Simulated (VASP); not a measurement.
Input of a VASP 6.6.1 run:

File INCAR:

```
ALGO = Normal ; DIPOL = 0.5 0.5 0.639
EDIFF = 1E-6 ; ENCUT = 400
GGA = PS ; GGA_COMPAT = F
IDIPOL = 3 ; ISIF = 2
ISMEAR = 0 ; IVDW = 12
LASPH = T ; LCHARG = F
LDIPOL = T ; LREAL = F
LWAVE = F ; NBANDS = 22
NELM = 120 ; NELMDL = -8
PREC = Accurate ; SIGMA = 0.04
```

Contents of KPOINTS:

```
k-points
0
Gamma
  12 12 1
```

Contents of POSCAR:

```
As
1.0
    3.4842955108      0.0000000000      0.0000000000
   -1.7421477554      3.0174884267      0.0000000000
    0.0000000000      0.0000000000     23.2400000000
As
2
Direct
    0.3333333333      0.6666666667      0.6088855250
    0.6666666667      0.3333333333      0.6694752303
```

Potentials or basis: VASP PAW PBE potentials, release 64 (As_d).

Command:

```sh
$ cat potpaw_PBE.64/As_d/POTCAR > POTCAR
$ mpirun -np 1 vasp_std > vasp.out
```

Task: Predict the largest force.

Result: 0.015 eV/Å.

Task: Predict the dispersion energy per atom.

Result: -0.166 eV.

Task: Predict the band gap on the k mesh.

Result: 1.28 eV (least direct gap 2.24 eV).

Forces on the atoms (eV/Å):
```
As   0.000  0.000  0.015
As   0.000  0.000 -0.015
```

Caveat: the PAW data sets were made with another functional, which shifts forces and pressure a little.
